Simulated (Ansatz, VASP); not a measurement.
**One calculation of B2O, two programs**

```xyz
6
Lattice="2.5056 0.0000 0.0000 -1.2528 2.1699 0.0000 0.0000 0.0000 8.7899" Properties=species:S:1:pos:R:3 pbc="T T T"
B     0.0000    0.0000    3.6030
B     0.0000    0.0000    5.1869
B     1.2528    0.7233    0.2580
B     0.0000    1.4466    8.5319
O     1.2528    0.7233    3.0991
O     0.0000    1.4466    5.6908
```

Alike in both runs: task single point; functional PBE; dispersion D3(BJ); k mesh 21 × 21 × 6; occupations gaussian, width 0.15 eV; no spin polarisation.

|  | VASP | Ansatz |
| --- | --- | --- |
| version | VASP 6.6.1 | Ansatz 0.2.0 |
| potentials or method | VASP PAW PBE potentials, release 64 (B, O), cutoff 520 eV | scalar-relativistic, plane waves, PAW |
| valence electrons in the cell | 24 | 24 |

|  | VASP | Ansatz | Ansatz less VASP |
| --- | --- | --- | --- |
| gap on the k mesh at the Fermi level (eV) | none | none | - |
| pressure (GPa) | 22.5 | 22.1 | -0.39 |
| traceless stress, the component that is largest in VASP (GPa) | 5.84 | 6.38 | +0.542 |
| rms of the force components (eV/Å) | 0.886 | 0.879 | -0.0070 |

Atom by atom the forces differ by 0.010 eV/Å (rms over components). A gap of «none» marks a metal or a gap that the smearing closes.
